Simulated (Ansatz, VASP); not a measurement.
## Be2CdS: VASP beside Ansatz

```
CELL_PARAMETERS angstrom
3.77172 0.00000 0.00000
0.00000 3.77172 0.00000
0.00000 0.00000 5.39062
ATOMIC_POSITIONS crystal
Be 0.50000 0.00000 0.72574
Be 0.00000 0.50000 0.27426
Cd 0.00000 0.00000 0.00000
S 0.50000 0.50000 0.50000
```

Change from the starting cell: species swapped into the Ga2BiAs type (P-4m2, No. 115).

Alike in both runs: task relaxation of cell and atoms; functional PBE; k mesh 4 × 4 × 4; occupations gaussian, width 0.1 eV; no spin polarisation.

|  | VASP | Ansatz |
| --- | --- | --- |
| version | VASP 6.6.1 | Ansatz 0.2.0 |
| potentials or method | VASP PAW PBE potentials, release 64 (Be, Cd, S), cutoff 600 eV | scalar-relativistic, plane waves, PAW |
| valence electrons in the cell | 22 | 30 |

```tsv
	VASP	Ansatz	Ansatz less VASP
gap on the k mesh at the Fermi level, each at its own relaxed structure (eV)	none	none	-
relaxed volume (Å³/atom)	17.30	17.29	-0.004
relaxed cell length with the largest relative difference (Å)	6.713	6.708	-0.0045
```

A gap of «none» marks a metal or a gap that the smearing closes. VASP's potentials hold 22 valence electrons a cell and Ansatz's 30, so a difference there can come from the potentials and not from the codes.

The k mesh is coarse, so the values compare programs but aren't converged.
